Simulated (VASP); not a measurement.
Here is a VASP 6.6.1 calculation.

INCAR

```
  ALGO = Normal
  EDIFF = 1E-7
  EDIFFG = -0.001
  ENCUT = 600
  GGA = PS
  GGA_COMPAT = F
  IBRION = 2
  ISIF = 3
  ISMEAR = 0
  LASPH = T
  LCHARG = F
  LREAL = F
  LWAVE = F
  NELM = 120
  NELMIN = 4
  NSW = 80
  PREC = Accurate
  PSTRESS = 200.0
  SIGMA = 0.01
```

Contents of KPOINTS:

```
k-points
0
Gamma
  10 10 10
```

POSCAR

```
AlN
1.0
    0.0000000000      2.1888400064      2.1888400064
    2.1888400064      0.0000000000      2.1888400064
    2.1888400064      2.1888400064      0.0000000000
Al N
1 1
Direct
    0.0000000000      0.0000000000      0.0000000000
    0.7500000000      0.7500000000      0.7500000000
```

Potentials or basis: VASP PAW PBE potentials, release 64 (Al, N).

The run is started by

```bash
$ cat potpaw_PBE.64/Al/POTCAR potpaw_PBE.64/N/POTCAR > POTCAR
$ mpirun -np 1 vasp_std > vasp.out
```

(1) Predict the band gap on the k mesh.

(2) Estimate the relaxed cell.

(3) Predict the relaxed volume.

Results:

(1) 3.22 eV (least direct gap 4.84 eV).

(2) a = 3.009 Å, b = 3.009 Å, c = 3.009 Å, α = 60.00°, β = 60.00°, γ = 60.00°.

(3) 9.63 Å³/atom.

Caveat: the cell is relaxed towards a set pressure, so the run minimises the enthalpy, not the energy; the PAW data sets were made with another functional, which shifts forces and pressure a little.
